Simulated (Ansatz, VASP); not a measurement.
W: VASP beside Ansatz

```
W
1.0
    -3.19460   -3.19460    3.19460
    -3.19460    3.19460   -3.19460
     3.19460   -3.19460   -3.19460
W
8
Direct
  0.46987 0.50000 0.50000
  0.00000 0.50000 0.50000
  0.50000 0.00000 0.50000
  0.00000 0.00000 0.50000
  0.50000 0.50000 0.00000
  0.00000 0.50000 0.00000
  0.50000 0.00000 0.00000
  0.00000 0.00000 0.00000
```

Alike in both runs: task single point; functional PBE; k mesh 10 × 10 × 10; occupations gaussian, width 0.15 eV; no spin polarisation.

```csv
,VASP,Ansatz
version,VASP 6.6.1,Ansatz 0.2.0
potentials or method,"VASP PAW PBE potentials, release 64 (W_sv), cutoff 520 eV","scalar-relativistic, plane waves, PAW"
valence electrons in the cell,112,112
```

```tsv
	VASP	Ansatz	Ansatz less VASP
gap on the k mesh at the Fermi level (eV)	none	none	-
pressure (GPa)	-1.7	-2.1	-0.46
traceless stress, the component that is largest in VASP (GPa)	0.07	0.06	-0.010
rms of the force components (eV/Å)	0.646	0.640	-0.0064
```

Atom by atom the forces differ by 0.007 eV/Å (rms over components). A gap of «none» marks a metal or a gap that the smearing closes. With one functional, cell and mesh, what is left measures potentials, basis and numerics.

Neither program's run includes spin-orbit coupling.
